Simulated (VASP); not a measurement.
Input of a VASP 6.6.1 run:

INCAR

```
  PREC = Accurate
  ENCUT = 500
  EDIFF = 1E-6
  ISMEAR = 0
  SIGMA = 0.2
  LREAL = F
  LASPH = T
  NELM = 120
  ALGO = Normal
  ISIF = 2
  LWAVE = F
  LCHARG = F
  GGA = PE
  NBANDS = 18
  GGA_COMPAT = F
```

File KPOINTS:

```
Automatic mesh
0
Gamma
  5 5 5
```

Contents of POSCAR:

```
B2P3
1.0
   -1.5938821429      3.0267059847      2.9289896060
    1.5938821429     -3.0267059847      2.9289896060
    1.5938821429      3.0267059847     -2.9289896060
B P
2 3
Direct
    0.2616360575      0.7616360575      0.5000000000
    0.7383639425      0.2383639425      0.5000000000
    0.7936444205      0.0000000000      0.7936444205
    0.5000000000      0.5000000000      0.0000000000
    0.2063555795      0.0000000000      0.2063555795
```

Potentials or basis: VASP PAW PBE potentials, release 64 (B, P).

Run with:

```sh
$ cat potpaw_PBE.64/B/POTCAR potpaw_PBE.64/P/POTCAR > POTCAR
$ mpirun -np 1 vasp_std > vasp.out
```

Q: Predict the largest force.

A: 0.048 eV/Å.

Q: Estimate the band gap on the k mesh.

A: Zero (an odd number of electrons rules out a gap without spin polarisation).

Q: What does it give for the pressure?

A: -0.2 GPa.

Stress tensor (GPa, compression positive):
```
 0.03  0.00  0.00
 0.00 -0.23  0.00
 0.00  0.00 -0.42
```

Caveat: the k points lie up to 0.45 Å⁻¹ apart, too coarse for converged energies and pressures of a metal.
